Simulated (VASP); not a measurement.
# C (Fd-3m) in VASP: notebook, part 2 of 2

VASP 6.6.1.

### Step 5. Single point, PBEsol+D4

This run uses another cell than the first one, of 5.44 Å³/atom, 0.835 times its volume.

Input file INCAR:

```
SYSTEM = C
  PREC = Accurate
  ENCUT = 910
  EDIFF = 1E-6
  ISMEAR = -1
  SIGMA = 0.05
  LREAL = .False.
  LASPH = .True.
  NELM = 120
  ALGO = Normal
  ISIF = 2
  LWAVE = .False.
  LCHARG = .True.
  GGA = PS
  IVDW = 13
  LELF = .True.
  LVHAR = .True.
  NBANDS = 11
  GGA_COMPAT = .False.
```

Input file KPOINTS:

```
Automatic mesh
0
Gamma
  13 13 13
  0 0 0
```

Input file POSCAR:

```
C
1.0
    0.0000000000      1.7592674508      1.7592674508
    1.7592674508      0.0000000000      1.7592674508
    1.7592674508      1.7592674508      0.0000000000
C
2
Direct
    0.7500000000      0.7500000000      0.7500000000
    0.5000000000      0.5000000000      0.5000000000
```

Potentials or basis: VASP PAW PBE potentials, release 64 (C_h).

Command:

```bash
> cat potpaw_PBE.64/C_h/POTCAR > POTCAR
> mpirun -np 1 vasp_std > vasp.out
```

OUTCAR:

```text
SYSTEM = C
   PREC = Accurate
   ENCUT = 910
   EDIFF = 1E-6
   ISMEAR = -1
   LREAL = .False.
   LASPH = .True.
   NELM = 120
   ISIF = 2
   GGA = PS
   IVDW = 13

 ion  position               nearest neighbor table
   1  0.750  0.750  0.750-   2 1.52   2 1.52   2 1.52   2 1.52
   2  0.500  0.500  0.500-   1 1.52   1 1.52   1 1.52   1 1.52

  LATTYP: Found a face centered cubic cell.
 ALAT       =     3.5185349016

  Lattice vectors:

 A1 = (   0.0000000000,   1.7592674508,   1.7592674508)
 A2 = (   1.7592674508,   0.0000000000,   1.7592674508)
 A3 = (   1.7592674508,   1.7592674508,   0.0000000000)

Analysis of symmetry for initial positions (statically):
=====================================================================
 Subroutine PRICEL returns:
 Original cell was already a primitive cell.

 Routine SETGRP: Setting up the symmetry group for a
 face centered cubic supercell.

 Subroutine GETGRP returns: Found 48 space group operations
 (whereof 24 operations were pure point group operations)
 out of a pool of 48 trial point group operations.

The static configuration has the point symmetry T_d .
 The point group associated with its full space group is O_h .

Analysis of symmetry for dynamics (positions and initial velocities):
=====================================================================
 Subroutine PRICEL returns:
 Original cell was already a primitive cell.

 Routine SETGRP: Setting up the symmetry group for a
 face centered cubic supercell.

 Subroutine GETGRP returns: Found 48 space group operations
 (whereof 24 operations were pure point group operations)
 out of a pool of 48 trial point group operations.

The dynamic configuration has the point symmetry T_d .
 The point group associated with its full space group is O_h .

 Subroutine INISYM returns: Found 48 space group operations
 (whereof 24 operations are pure point group operations),
 and found     1 'primitive' translations

----------------------------------------------------------------------------------------
[... 120 lines left out ...]
   AEXX    =    0.0000 exact exchange contribution
   IVDW    =    13    specifies the selected vdW correction
   LEPSILON=     F    determine dielectric tensor
   LRPA    =     F    only Hartree local field effects (RPA)
 non-spin polarized calculation
  energy-cutoff  :      910.00
  volume of cell :       10.89
 maximum number of plane-waves:       690
   NGX = 13   NGY = 13   NGZ = 13

 number of electron       7.9999999 magnetization

 Free energy of the ion-electron system (eV)
  ---------------------------------------------------
  ext. energy  EPLUGINS =         0.00000000
  ---------------------------------------------------
  free energy    TOTEN  =       -19.26094867 eV

  energy without entropy =      -19.26094867  energy(sigma->0) =      -19.26094867

 E-fermi :  12.5969     XC(G=0): -13.7809

 val. band max:       11.5688559483   @ k =   0.0000   0.0000   0.0000
 cond. band min:      15.6754156628   @ k =   0.3846   0.3846   0.0000
 fundamental gap:      4.1065597145
 Fermi energy:        12.5969247413

 k-point     1 :       0.0000    0.0000    0.0000
  band No.  band energies     occupation
      1     -10.5065      2.00000
      2      11.5689      2.00000
      3      11.5689      2.00000
      4      11.5689      2.00000
      5      17.2263      0.00000
      6      17.2263      0.00000
      7      17.2263      0.00000
      8      25.8870      0.00000
      9      31.0674      0.00000
     10      38.4599      0.00000
     11      38.4599      0.00000
[... 309 lines left out ...]
 k-point    24 :       0.4615    0.1538    0.0000
  band No.  band energies     occupation
      1      -5.3086      2.00000
      2      -0.0557      2.00000
      3       6.9902      2.00000
      4       7.4877      2.00000
      5      18.7030      0.00000
      6      22.3793      0.00000
      7      22.9586      0.00000
      8      25.7494      0.00000
      9      32.4454      0.00000
     10      35.4852      0.00000
     11      39.0594      0.00000

 [... further k-points ...]

------------------------ aborting loop because EDIFF is reached ----------------------------------------

  DFT-D4 for vdW energy calculation

  Edisp (eV):   -0.24666

  FORCE on cell =-STRESS in cart. coord.  units (eV):
  Direction    XX          YY          ZZ          XY          YZ          ZX
  --------------------------------------------------------------------------------------
  -------------------------------------------------------------------------------------
  Total       0.74777     0.74777     0.74777     0.00000    -0.00000     0.00000
  in kB     110.01506   110.01506   110.01506     0.00000    -0.00000     0.00000
  external pressure =      110.02 kB  Pullay stress =        0.00 kB

 VOLUME and BASIS-vectors are now :
 -----------------------------------------------------------------------------
  energy-cutoff  :      910.00
  volume of cell :       10.89
      direct lattice vectors                 reciprocal lattice vectors
     0.000000000  1.759267451  1.759267451    -0.284209203  0.284209203  0.284209203
     1.759267451  0.000000000  1.759267451     0.284209203 -0.284209203  0.284209203
     1.759267451  1.759267451  0.000000000     0.284209203  0.284209203 -0.284209203

 POSITION                                       TOTAL-FORCE (eV/Angst)
 -----------------------------------------------------------------------------------
      2.63890      2.63890      2.63890         0.000000      0.000000      0.000000
      1.75927      1.75927      1.75927        -0.000000     -0.000000     -0.000000
 -----------------------------------------------------------------------------------
    total drift:                                0.000000      0.000000      0.000000

  FREE ENERGIE OF THE ION-ELECTRON SYSTEM (eV)
  ---------------------------------------------------
  free  energy   TOTEN  =       -19.5076089902 eV

  energy  without entropy=      -19.5076089902  energy(sigma->0) =      -19.50760899
```

stdout:

```text
POSCAR found type information on POSCAR C
 POSCAR found :  1 types and       2 ions
 scaLAPACK will be used
 -----------------------------------------------------------------------------
|                                                                             |
|                                                                             |
|     You enforced a specific xc type in the INCAR file but a different       |
|     I HOPE YOU KNOW WHAT YOU ARE DOING!                                     |
|                                                                             |
 -----------------------------------------------------------------------------

 LDA part: xc-table for (Slater+PW92), standard interpolation
 POSCAR, INCAR and KPOINTS ok, starting setup
 FFT: planning ... GRIDC
 FFT: planning ... GRID_SOFT
 FFT: planning ... GRID
 WAVECAR not read
 entering main loop
```

Wall time 12 s (1 thread of AMD EPYC 9R45 (Zen 5), shared host); peak memory 0.11 GiB.

Results:

```yaml
Free_energy: -19.5076 eV
Pressure: 11.0 GPa
Band_gap_on_the_k_mesh: 4.11 eV, indirect (least direct gap 5.66 eV)
Dispersion_energy_per_atom: -0.123 eV
```

Levels at points of the mesh, in eV from the valence-band top:
| k point | band 1 | band 2 | band 3 | band 4 | band 5 | band 6 | band 7 | band 8 |
| --- | --- | --- | --- | --- | --- | --- | --- | --- |
| (0.00, 0.00, 0.00) | -22.08 | 0.00 | 0.00 | 0.00 | 5.66 | 5.66 | 5.66 | 14.32 |

Caveat: the cutoff is under 1.25 times the usual one of these potentials, so pressure, stress and relaxed cells hold a basis-set (Pulay) error; the PAW data sets were made with another functional, which shifts forces and pressure a little. A k mesh can miss the band edges.

### Step 6. Summary

| level | potentials or basis | spin | cell | k mesh | cutoff (eV) | smearing | second run | gap on the mesh (eV) | pressure (GPa) |
| --- | --- | --- | --- | --- | --- | --- | --- | --- | --- |
| PBE+D4 | VASP PAW PBE potentials, release 64 (C) | collinear, antiferromagnetic start | a = 2.642 Å, angles 60.0°, 2 atoms | 13 × 13 × 13 | 520 | tetrahedron | - | 3.85 | -49.4 |
| PBE | VASP PAW PBE potentials, release 64 (C) | off | a = 2.522 Å, angles 60.0°, 2 atoms | 10 × 10 × 10 | 520 | fermi-dirac 0.05 eV | - | 4.17 | 2.5 |
| PBEsol | VASP PAW PBE potentials, release 64 (C_h) | off | a = 2.522 Å, angles 60.0°, 2 atoms | 7 × 7 × 7 | 910 | fermi-dirac 0.05 eV | hard_potentials | 4.12 | -4.8 |
| PBEsol+D4 | VASP PAW PBE potentials, release 64 (C_h) | off | a = 2.488 Å, angles 60.0°, 2 atoms | 13 × 13 × 13 | 910 | fermi-dirac 0.05 eV | hard_potentials | 4.11 | 11.0 |

Alike in all rows: task single point.

Caveats: some runs use coarse meshes; the cutoff is under 1.25 times the usual one of these potentials, so pressure, stress and relaxed cells hold a basis-set (Pulay) error (some runs); the PAW data sets were made with another functional, which shifts forces and pressure a little (some runs).

Absolute energies hang on the potentials; compare differences alone.
